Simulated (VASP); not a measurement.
# CaF (P4/mmm) in VASP: a series of runs

CaF is run at these levels: PBE; tasks: single point.

Everything below comes from runs of VASP 6.6.1. Logs are shortened: lines on timing, memory, paths and dates and some standing lists are left out, and cuts for length are marked.

## Step 1: The cell of the first run

It takes space group P4/mmm (No. 123, tetragonal). The conventional cell has a = 2.901 Å, b = 2.901 Å, c = 4.419 Å, α = 90.00°, β = 90.00°, γ = 90.00°. Within 3.0 Å of Ca (site symmetry 4/mmm) lie 2 F at 2.21 Å and 4 Ca at 2.90 Å. Within 3.0 Å of F (site symmetry 4/mmm) lie 2 Ca at 2.21 Å and 4 F at 2.90 Å.

The cell was built from a structure type or drawn by symmetry, and may not be a known phase.

## Step 2: Single point, PBE

INCAR reads:

```
SYSTEM = CaF
PREC     = Accurate       ! precision mode
ENCUT    = 600            ! plane-wave cutoff, eV
EDIFF    = 1E-6           ! SCF threshold, eV
ISMEAR   = 0              ! smearing method
SIGMA    = 0.1            ! smearing width, eV
LREAL    = .False.        ! projectors in reciprocal space
LASPH    = .True.         ! aspherical terms in the spheres
NELM     = 120            ! most SCF steps
ALGO     = Normal         ! electronic algorithm
ISIF     = 2              ! what is computed and relaxed
LWAVE    = .False.        ! write WAVECAR
LCHARG   = .True.         ! write CHGCAR
GGA      = PE             ! functional
LELF     = .True.         ! ELF
LVHAR    = .True.       
NBANDS   = 16             ! bands
GGA_COMPAT= .False.
```

KPOINTS reads:

```
Automatic mesh
0
Gamma
  6 6 4
  0 0 0
```

POSCAR reads:

```
CaF
1.0
    2.9009947000      0.0000000000      0.0000000000
    0.0000000000      2.9009947000      0.0000000000
    0.0000000000      0.0000000000      4.4192152700
Ca F
1 1
Direct
    0.0000000000      0.0000000000      0.5000000000
    0.0000000000      0.0000000000      0.0000000000
```

Potentials or basis: VASP PAW PBE potentials, release 64 (Ca_sv, F).

Started as:

```console
$ cat potpaw_PBE.64/Ca_sv/POTCAR potpaw_PBE.64/F/POTCAR > POTCAR
$ mpirun -np 1 vasp_std > vasp.out
```

OUTCAR:

```text
SYSTEM = CaF
   PREC = Accurate
   ENCUT = 600
   EDIFF = 1E-6
   ISMEAR = 0
   LREAL = .False.
   LASPH = .True.
   NELM = 120
   ISIF = 2
   GGA = PE

 ion  position               nearest neighbor table
   1  0.000  0.000  0.500-   2 2.21   2 2.21
   2  0.000  0.000  0.000-   1 2.21   1 2.21

  LATTYP: Found a simple tetragonal cell.
 ALAT       =     2.9009947000
 C/A-ratio  =     1.5233448272

  Lattice vectors:

 A1 = (   2.9009947000,   0.0000000000,   0.0000000000)
 A2 = (   0.0000000000,   2.9009947000,   0.0000000000)
 A3 = (   0.0000000000,   0.0000000000,   4.4192152700)

Analysis of symmetry for initial positions (statically):
=====================================================================
 Subroutine PRICEL returns:
 Original cell was already a primitive cell.

 Routine SETGRP: Setting up the symmetry group for a
 simple tetragonal supercell.

 Subroutine GETGRP returns: Found 16 space group operations
 (whereof 16 operations were pure point group operations)
 out of a pool of 16 trial point group operations.

The static configuration has the point symmetry D_4h.

Analysis of symmetry for dynamics (positions and initial velocities):
=====================================================================
 Subroutine PRICEL returns:
 Original cell was already a primitive cell.

 Routine SETGRP: Setting up the symmetry group for a
 simple tetragonal supercell.

 Subroutine GETGRP returns: Found 16 space group operations
 (whereof 16 operations were pure point group operations)
 out of a pool of 16 trial point group operations.

The dynamic configuration has the point symmetry D_4h.

 Subroutine INISYM returns: Found 16 space group operations
 (whereof 16 operations are pure point group operations),
 and found     1 'primitive' translations

----------------------------------------------------------------------------------------

                                     Primitive cell

  volume of cell :      37.1911

  direct lattice vectors                    reciprocal lattice vectors
     2.900994700  0.000000000  0.000000000     0.344709351  0.000000000  0.000000000
     0.000000000  2.900994700  0.000000000     0.000000000  0.344709351  0.000000000
     0.000000000  0.000000000  4.419215270     0.000000000  0.000000000  0.226284519

  length of vectors
     2.900994700  2.900994700  4.419215270     0.344709351  0.344709351  0.226284519

  position of ions in fractional coordinates (direct lattice)
     0.000000000  0.000000000  0.500000000
     0.000000000  0.000000000  0.000000000

  ion indices of the primitive-cell ions
   primitive index   ion index
                 1           1
                 2           2

----------------------------------------------------------------------------------------

 KPOINTS: Automatic mesh

Automatic generation of k-mesh.
 Grid dimensions read from file:
 generate k-points for:    6    6    4

 Generating k-lattice:

  Cartesian coordinates                     Fractional coordinates (reciprocal lattice)
     0.057451558  0.000000000  0.000000000     0.166666667  0.000000000  0.000000000
     0.000000000  0.057451558  0.000000000     0.000000000  0.166666667  0.000000000
     0.000000000  0.000000000  0.056571130     0.000000000  0.000000000  0.250000000

  Length of vectors
     0.057451558  0.057451558  0.056571130

  Shift w.r.t. Gamma in fractional coordinates (k-lattice)
     0.000000000  0.000000000  0.000000000

 Subroutine IBZKPT returns following result:
 ===========================================

 Found     30 irreducible k-points:

 Following reciprocal coordinates:
            Coordinates               Weight
  0.000000  0.000000  0.000000      1.000000
  0.166667  0.000000  0.000000      4.000000
  0.333333  0.000000  0.000000      4.000000
  0.500000  0.000000  0.000000      2.000000
  0.166667  0.166667  0.000000      4.000000
  0.333333  0.166667  0.000000      8.000000
[... 16 lines left out ...]
  0.333333  0.000000  0.500000      4.000000
  0.500000  0.000000  0.500000      2.000000
 [... further k-points ...]
   k-points           NKPTS =     30   k-points in BZ     NKDIM =     30   number of bands    NBANDS=     16
   number of dos      NEDOS =    301   number of ions     NIONS =      2
   total plane-waves  NPLWV =  20736
   dimension x,y,z NGX =    24 NGY =   24 NGZ =   36
   dimension x,y,z NGXF=    48 NGYF=   48 NGZF=   72
   ions per type =               1   1
   NGX,Y,Z   is equivalent  to a cutoff of  13.75, 13.75, 13.54 a.u.
   NGXF,Y,Z  is equivalent  to a cutoff of  27.51, 27.51, 27.09 a.u.
 SYSTEM =  CaF
   PREC   = accura    normal or accurate (medium, high low for compatibility)
   ISTART =      0    job   : 0-new  1-cont  2-samecut
   ICHARG =      2    charge: 1-file 2-atom 10-const
   ISPIN  =      1    spin polarized calculation?
   LNONCOLLINEAR =      F non collinear calculations
   LSORBIT =      F    spin-orbit coupling
   LASPH  =      T    aspherical Exc in radial PAW
   ENCUT  =  600.0 eV  44.10 Ry    6.64 a.u.   5.79  5.79  8.83*2*pi/ulx,y,z
   NELM   =    120;   NELMIN=  2; NELMDL= -5     # of ELM steps
   EDIFF  = 0.1E-05   stopping-criterion for ELM
   LREAL  =      F    real-space projection
   EDIFFG = 0.1E-04   stopping-criterion for IOM
   NSW    =      0    number of steps for IOM
   IBRION =     -1    ionic relax: 0-MD 1-quasi-New 2-CG
   NFREE  =      0    steps in history (QN), initial steepest desc. (CG)
   ISIF   =      2    stress and relaxation
   ISYM   =      2    0-nonsym 1-usesym 2-fastsym
   POTIM  = 0.5000    time-step for ionic-motion
   TEBEG  =    0.0;   TEEND  =   0.0 temperature during run
   PSTRESS=    0.0 pullay stress
   NELECT =      17.0000    total number of electrons
   NUPDOWN=      -1.0000    fix difference up-down
   EMIN   =  10.00;   EMAX   =-10.00  energy-range for DOS
   EFERMI =   0.00;   METHOD = LEGACY
   ISMEAR =     0;   SIGMA  =   0.10  broadening in eV -4-tet -1-fermi 0-gaus
   EFERMI_NEDOS =   21; number of points for ismear=-14 and -15
   IALGO  =     38    algorithm
   IMIX   =      4    mixing-type and parameters
     AMIX     =   0.40;   BMIX     =  1.00
     AMIX_MAG =   1.60;   BMIX_MAG =  1.00
  volume/ion in A,a.u.               =      18.60       125.49
  Fermi-wavevector in a.u.,A,eV,Ry     =   1.261086  2.383107 21.637870  1.590339
  Thomas-Fermi vector in A             =   2.394563
   LORBIT       =      0    0 simple, 1 ext, 2 COOP (PROOUT), +10 PAW based schemes
   GGA     = PE    functional components
   LHFCALC =     F    Hartree Fock is set to
   AEXX    =    0.0000 exact exchange contribution
   IVDW    =     0    specifies the selected vdW correction
   LEPSILON=     F    determine dielectric tensor
   LRPA    =     F    only Hartree local field effects (RPA)
 non-spin polarized calculation
 Gauss-broadening in eV      SIGMA  =   0.10
  energy-cutoff  :      600.00
  volume of cell :       37.19
 maximum number of plane-waves:      1288
 NGX is ok and might be reduce to    24
   NGX = 11   NGY = 11   NGZ = 17

 number of electron      16.9999987 magnetization

 Free energy of the ion-electron system (eV)
  ---------------------------------------------------
  ext. energy  EPLUGINS =         0.00000000
  ---------------------------------------------------
  free energy    TOTEN  =        -7.40372416 eV

  energy without entropy =       -7.39447678  energy(sigma->0) =       -7.39910047

 E-fermi :   2.9817     XC(G=0):  -9.0081

 val. band max:        2.9767503167   @ k =   0.3333   0.0000   0.0000
 cond. band min:       3.0359407551   @ k =   0.3333   0.0000   0.2500
 fundamental gap:      0.0591904384
 Fermi energy:         2.9817188555

 k-point     1 :       0.0000    0.0000    0.0000
  band No.  band energies     occupation
      1     -38.4374      2.00000
      2     -20.5186      2.00000
      3     -19.3447      2.00000
      4     -19.0100      2.00000
      5     -19.0100      2.00000
      6      -2.0863      2.00000
[... 8 lines left out ...]
     15       9.7387      0.00000
     16      13.5749      0.00000

 k-point     2 :       0.1667    0.0000    0.0000
  band No.  band energies     occupation
      1     -38.3974      2.00000
      2     -20.4751      2.00000
      3     -19.3086      2.00000
      4     -19.3030      2.00000
      5     -18.9840      2.00000
      6      -2.0294      2.00000
[... 8 lines left out ...]
     15      11.4177      0.00000
     16      13.8559      0.00000

 k-point     3 :       0.3333    0.0000    0.0000
  band No.  band energies     occupation
      1     -38.3162      2.00000
      2     -20.3860      2.00000
      3     -19.8560      2.00000
      4     -19.2356      2.00000
      5     -18.9315      2.00000
      6      -2.2225      2.00000
[... 8 lines left out ...]
     15      13.3308      0.00000
     16      13.5414      0.00000

 k-point     4 :       0.5000    0.0000    0.0000
  band No.  band energies     occupation
      1     -38.2748      2.00000
      2     -20.3386      2.00000
      3     -20.1201      2.00000
      4     -19.1985      2.00000
      5     -18.9050      2.00000
      6      -2.5498      2.00000
[... 8 lines left out ...]
     15      12.4032      0.00000
     16      15.0576      0.00000

 k-point     5 :       0.1667    0.1667    0.0000
  band No.  band energies     occupation
      1     -38.3580      2.00000
      2     -20.4327      2.00000
      3     -19.2886      2.00000
      4     -19.2735      2.00000
      5     -19.2538      2.00000
      6      -1.9753      2.00000
[... 8 lines left out ...]
     15      12.6627      0.00000
     16      14.1308      0.00000

 k-point     6 :       0.3333    0.1667    0.0000
  band No.  band energies     occupation
      1     -38.2779      2.00000
      2     -20.3458      2.00000
      3     -19.8148      2.00000
      4     -19.2065      2.00000
      5     -19.2024      2.00000
      6      -2.1340      2.00000
[... 8 lines left out ...]
     15      13.9571      0.00000
     16      14.4915      0.00000
[... 267 lines left out ...]
 k-point    21 :       0.0000    0.0000    0.5000
  band No.  band energies     occupation
      1     -38.4323      2.00000
      2     -21.3435      2.00000
      3     -19.0073      2.00000
      4     -19.0073      2.00000
      5     -18.2099      2.00000
      6      -3.3260      2.00000
[... 8 lines left out ...]
     15      10.3180      0.00000
     16      17.5877      0.00000

 k-point    22 :       0.1667    0.0000    0.5000
  band No.  band energies     occupation
      1     -38.3925      2.00000
      2     -21.2934      2.00000
      3     -19.3002      2.00000
      4     -18.9814      2.00000
      5     -18.1853      2.00000
      6      -3.2273      2.00000
[... 8 lines left out ...]
     15      10.3339      0.00000
     16      16.7784      0.00000

 k-point    23 :       0.3333    0.0000    0.5000
  band No.  band energies     occupation
      1     -38.3114      2.00000
      2     -21.1907      2.00000
      3     -19.8523      2.00000
      4     -18.9290      2.00000
      5     -18.1357      2.00000
      6      -3.0403      2.00000
[... 8 lines left out ...]
     15      10.4440      0.00000
     16      14.4223      0.00000

 k-point    24 :       0.5000    0.0000    0.5000
  band No.  band energies     occupation
      1     -38.2702      2.00000
      2     -21.1382      2.00000
      3     -20.1140      2.00000
      4     -18.9025      2.00000
      5     -18.1107      2.00000
      6      -2.9497      2.00000
[... 8 lines left out ...]
     15      12.0720      0.00000
     16      13.5646      0.00000

 [... further k-points ...]

------------------------ aborting loop because EDIFF is reached ----------------------------------------

  FORCE on cell =-STRESS in cart. coord.  units (eV):
  Direction    XX          YY          ZZ          XY          YZ          ZX
  --------------------------------------------------------------------------------------
  -------------------------------------------------------------------------------------
  Total        3.9039692      3.9039692     -2.9620434      0.0000000      0.0000000      0.0000000
  in kB      168.1813878    168.1813878   -127.6036140      0.0000000      0.0000000      0.0000000
  external PRESSURE =      69.5863872 kB  Pullay stress =       0.0000000 kB

 VOLUME and BASIS-vectors are now :
 -----------------------------------------------------------------------------
  energy-cutoff  :      600.00
  volume of cell :       37.19
      direct lattice vectors                 reciprocal lattice vectors
     2.900994700  0.000000000  0.000000000     0.344709351  0.000000000  0.000000000
     0.000000000  2.900994700  0.000000000     0.000000000  0.344709351  0.000000000
     0.000000000  0.000000000  4.419215270     0.000000000  0.000000000  0.226284519

 POSITION                                       TOTAL-FORCE (eV/Angst)
 -----------------------------------------------------------------------------------
      0.00000      0.00000      2.20961         0.000000      0.000000      0.000000
      0.00000      0.00000      0.00000         0.000000      0.000000      0.000000
 -----------------------------------------------------------------------------------
    total drift:                                0.000000      0.000000      0.000000

  FREE ENERGIE OF THE ION-ELECTRON SYSTEM (eV)
  ---------------------------------------------------
  free  energy   TOTEN  =        -7.4037241606 eV

  energy  without entropy=       -7.3944767794  energy(sigma->0) =       -7.39910047
```

It took 43 s on 1 thread of Intel Xeon 8259CL, shared host; peak memory 0.17 GiB.

Results:

* Free energy: -7.4037 eV
* Pressure: 7.0 GPa
* Band gap on the k mesh: zero (an odd number of electrons rules out a gap without spin polarisation)

Stress tensor (GPa, compression positive):
```
 16.82   0.00   0.00
  0.00  16.82   0.00
  0.00   0.00 -12.76
```

Caveat: the k points lie up to 0.36 Å⁻¹ apart, too coarse for converged energies and pressures of a metal; an odd number of electrons without spin polarisation forces a metal; a magnetic or distorted state may lie lower.

## Step 3: Single point, PBE

This run uses another cell than the first one, of 33.45 Å³/atom.

INCAR reads:

```
PREC = Accurate
ENCUT = 600
EDIFF = 1E-6
ISMEAR = 0
SIGMA = 0.1
LREAL = F
LASPH = T
NELM = 120
ALGO = Normal
ISIF = 2
LWAVE = F
LCHARG = F
GGA = PE
NBANDS = 16
GGA_COMPAT = F
```

KPOINTS reads:

```
regular mesh
0
Gamma
  6 6 4
```

POSCAR reads:

```
CaF
1.0
    3.9612298343      0.0000000000      0.0000000000
    0.0000000000      3.9612298343      0.0000000000
    0.0000000000      0.0000000000      4.2639492423
Ca F
1 1
Direct
    0.0000000000      0.0000000000      0.5000000000
    0.0000000000      0.0000000000      0.0000000000
```

Potentials or basis: VASP PAW PBE potentials, release 64 (Ca_sv, F).

Started as:

```console
$ cat potpaw_PBE.64/Ca_sv/POTCAR potpaw_PBE.64/F/POTCAR > POTCAR
$ mpirun -np 1 vasp_std > vasp.out
```

It took 83 s on 1 thread of Intel Xeon 8259CL, shared host; peak memory 0.2 GiB.

Results (log left out):

```yaml
Free_energy: -8.6539 eV
Pressure: 0.4 GPa
Band_gap_on_the_k_mesh: zero (an odd number of electrons rules out a gap without spin polarisation)
```

Stress tensor (GPa, compression positive):
```
0.27 0.00 0.00
0.00 0.27 0.00
0.00 0.00 0.53
```

Levels at points of the mesh, in eV from the Fermi level:
| k point | band 5 | band 6 | band 7 | band 8 | band 9 | band 10 | band 11 | band 12 |
| --- | --- | --- | --- | --- | --- | --- | --- | --- |
| (0.00, 0.00, 0.00) | -22.83 | -5.51 | -5.39 | -5.39 | -1.98 | 1.38 | 3.65 | 3.68 |
| (0.50, 0.00, 0.00) | -22.83 | -5.71 | -5.49 | -5.37 | 0.30 | 0.83 | 2.69 | 2.82 |
| (0.50, 0.50, 0.00) | -22.82 | -5.63 | -5.63 | -5.47 | 0.50 | 2.95 | 2.95 | 3.22 |
| (0.00, 0.00, 0.50) | -21.47 | -6.91 | -5.59 | -5.59 | -1.10 | 1.60 | 2.02 | 3.70 |
| (0.50, 0.00, 0.50) | -21.47 | -6.88 | -5.90 | -5.56 | 0.83 | 1.42 | 2.77 | 2.95 |
| (0.50, 0.50, 0.50) | -21.47 | -6.85 | -5.84 | -5.84 | 1.02 | 3.46 | 3.46 | 3.65 |

Caveat: the k points lie up to 0.37 Å⁻¹ apart, too coarse for converged energies and pressures of a metal; an odd number of electrons without spin polarisation forces a metal; a magnetic or distorted state may lie lower.
